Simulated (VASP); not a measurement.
The system is Ta3PbO.

```xyz
5
Lattice="4.5799 0.0000 0.0000 0.0000 4.5799 0.0000 0.0000 0.0000 4.5799" Properties=species:S:1:pos:R:3 pbc="T T T"
Ta    2.2900    0.0000    0.0000
Ta    0.0000    2.2900    0.0000
Ta    0.0000    0.0000    2.2900
Pb    2.2900    2.2900    2.2900
O     0.0000    0.0000    0.0000
```

```yaml
Program: VASP 6.6.1
Task: relaxation of cell and atoms
Functional: PBE
Potentials_or_basis: VASP PAW PBE potentials, release 64 (Ta_pv, Pb_d, O)
Cutoff: 600 eV
k_mesh: 4 × 4 × 4
Occupations: gaussian, width 0.1 eV
Spin: no spin polarisation
```

At the start: pressure -19.9 GPa; volume 19.21 Å³/atom.

Q: How do energy, volume and symmetry change on relaxing?

A: Over 4 steps the energy falls by 202.2 meV/atom and the volume is 16.48 Å³/atom (-14.2 %); space group Pm-3m (No. 221, to 0.05 Å).

The path:
| step | energy change (eV) | largest force (eV/Å) | pressure (GPa) | volume (Å³) |
| --- | --- | --- | --- | --- |
| 1 | 0.0000 | 0.0000 | -19.88 | 96.07 |
| 2 | 1.5113 | 0.0000 | 62.79 | 66.59 |
| 3 | -1.0080 | 0.0000 | -1.50 | 82.89 |
| 4 | -1.0110 | 0.0000 | -0.39 | 82.38 |

Final structure:
```
Ta Pb O
1.0
     4.35120    0.00000    0.00000
     0.00000    4.35120    0.00000
     0.00000    0.00000    4.35120
Ta Pb O
3 1 1
Direct
  0.50000 0.00000 0.00000
  0.00000 0.50000 0.00000
  0.00000 0.00000 0.50000
  0.50000 0.50000 0.50000
  0.00000 0.00000 0.00000
```

Caveat: an odd number of electrons without spin polarisation forces a metal; a magnetic or distorted state may lie lower.
